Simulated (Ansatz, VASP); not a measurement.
**One calculation of SnSe2, two programs**

INCAR

```
PREC = Accurate
ENCUT = 520
EDIFF = 1E-6
ISMEAR = 0
SIGMA = 0.0267
LREAL = F
LASPH = T
NELM = 100
ALGO = Normal
ISIF = 2
LWAVE = F
LCHARG = F
GGA = PE
NBANDS = 20
```

KPOINTS

```
regular mesh
0
Gamma
  8 8 4
```

File POSCAR:

```
SnSe2
1.0
    3.8572360000      0.0000000000      0.0000000000
   -1.9286180000      3.3404660000      0.0000000000
    0.0000000000      0.0000000000      6.2088640000
Sn Se
1 2
Direct
    0.0000000000      0.0000000000      0.0000000000
    0.3333000000      0.6667000000      0.2490000000
    0.6667000000      0.3333000000      0.7510000000
```

Input for Ansatz:

```yaml
crystal:
  lattice:
    - [3.857236, 0.0, 0.0]
    - [-1.928618, 3.340466, 0.0]
    - [0.0, 0.0, 6.208864]
  atoms:
    - { symbol: Sn, position: [0.0, 0.0, 0.0] }
    - { symbol: Se, position: [0.3333, 0.6667, 0.249] }
    - { symbol: Se, position: [0.6667, 0.3333, 0.751] }
  symmetry: { tolerance: 0.0003 }
kpoints:
  mp_grid: { grid: [8, 8, 4], shift: [0, 0, 0] }
  band_path:
    path:
      - [0.0, 0.0, 0.0]
      - [0.5, 1.2e-07, 0.0]
      - [0.33333333, 0.33333346, 0.0]
      - [0.0, 0.0, 0.0]
      - [0.0, 0.0, 0.5]
      - [0.5, 1.2e-07, 0.5]
      - [0.33333333, 0.33333346, 0.5]
      - [0.0, 0.0, 0.5]
      - [0.5, 1.2e-07, 0.5]
      - [0.5, 1.2e-07, 0.0]
      - [0.33333333, 0.33333346, 0.5]
    npoints: 6
magnetization:
  spin_polarized: false
scf:
  occupations: { method: gaussian, width: 0.0267 }
  lower_state_search: "off"
  max_iter: 200
hamiltonian:
  pseudopotentials: { kind: paw }
  xc: pbe
basis:
  ecutwfc: 420
  fft_grid_basis: typed
output:
  forces: true
  stress: true
  eigenvalues: true
  bader: true
  populations: true
  elf: true
  write_potential: true
  volumetric_format: npy
  dos:
    e_range: [-12, 8]
    de: 0.05
    projected: { site_lists: { Se: [Se], Sn: [Sn] } }
checkpoint:
  read: saved_state
```

Alike in both runs: task single point; functional PBE; k mesh 8 × 8 × 4; occupations gaussian, width 0.0267 eV; no spin polarisation.

|  | VASP | Ansatz |
| --- | --- | --- |
| version | VASP 6.6.1 | Ansatz 0.2.0 |
| potentials or method | VASP PAW PBE potentials, release 64 (Sn_d, Se), cutoff 520 eV | PAW plane waves |
| valence electrons in the cell | 26 | 46 |

```csv
,VASP,Ansatz,Ansatz less VASP
gap on the k mesh at the Fermi level (eV),0.77,0.78,+0.006
pressure (GPa),2.9,2.8,-0.07
"traceless stress, the component that is largest in VASP (GPa)",1.07,1.07,-0.004
rms of the force components (eV/Å),0.217,0.211,-0.0066
```

Atom by atom the forces differ by 0.007 eV/Å (rms over components). The functional is the same, so the differences come from potentials, cutoffs and numerics. VASP's potentials hold 26 valence electrons a cell and Ansatz's 46, so a difference there can come from the potentials and not from the codes. Ansatz's warnings: structure snapped to symmetry.
